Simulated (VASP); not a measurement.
A run of VASP 6.6.1 is set up as follows.

File INCAR:

```
SYSTEM = Sn
PREC     = Accurate       ! precision mode
ENCUT    = 520            ! plane-wave cutoff, eV
EDIFF    = 1E-6           ! SCF threshold, eV
ISMEAR   = 0              ! smearing method
SIGMA    = 0.014          ! smearing width, eV
LREAL    = .False.        ! projectors in reciprocal space
LASPH    = .True.         ! aspherical terms in the spheres
NELM     = 80             ! most SCF steps
ALGO     = Fast           ! electronic algorithm
ISIF     = 2              ! what is computed and relaxed
LWAVE    = .False.        ! write WAVECAR
LCHARG   = .False.        ! write CHGCAR
GGA      = PE             ! functional
NBANDS   = 21             ! bands
```

KPOINTS

```
Automatic mesh
0
Gamma
  7 7 7
  0 0 0
```

The input POSCAR:

```
Sn
1.0
    0.0000000000      3.2333428000      3.2333428000
    3.2333428000      0.0000000000      3.2333428000
    3.2333428000      3.2333428000      0.0000000000
Sn
2
Direct
    0.7500000000      0.7500000000      0.7500000000
    0.5000000000      0.5000000000      0.5000000000
```

Potentials or basis: VASP PAW PBE potentials, release 64 (Sn_d).

Command:

```bash
$ cat potpaw_PBE.64/Sn_d/POTCAR > POTCAR
$ mpirun -np 1 vasp_std > vasp.out
```

(1) Predict the band gap on the k mesh.

(2) What does it give for the pressure?

Results:

(1) zero (band 14 reaches 5.84 eV, above the bottom of band 15 at 5.80 eV).

(2) 3.8 GPa.

Caveat: spin-orbit coupling is left out, which moves the levels of the heavy elements.
